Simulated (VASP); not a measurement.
The system is BN.

```xyz
4
Lattice="2.5006 0.0000 0.0000 -1.2503 2.1656 0.0000 0.0000 0.0000 6.5228" Properties=species:S:1:pos:R:3 pbc="T T T"
B     0.0000    1.4437    1.6307
B     1.2503    0.7219    4.8921
N     0.0000    1.4437    4.8921
N     1.2503    0.7219    1.6307
```

Base run:

```yaml
Program: VASP 6.6.1
Functional: PBE
Potentials_or_basis: VASP PAW PBE potentials, release 64 (B, N)
Cutoff: 520 eV
k_mesh: 9 × 9 × 4
Occupations: gaussian, width 0.01 eV
Spin: no spin polarisation
```

Its results: band gap on the k mesh 4.38 eV, indirect (least direct gap 4.65 eV); pressure 4.7 GPa.

Task: The run is repeated on the same cell with these changes: functional from PBE to r2SCAN. What comes out?

Result: Band gap on the k mesh 5.01 eV, indirect (least direct gap 5.28 eV); pressure 1.0 GPa.

r2SCAN gives the wider gap, since meta-GGAs in the generalised Kohn-Sham scheme recover part of the derivative discontinuity.

Caveats: this functional lacks dispersion, which binds the layers, so the pressure and a relaxed spacing across them are unreliable (some runs); the PAW data sets were made with another functional, which shifts forces and pressure a little (some runs).

A k mesh can miss the band edges.
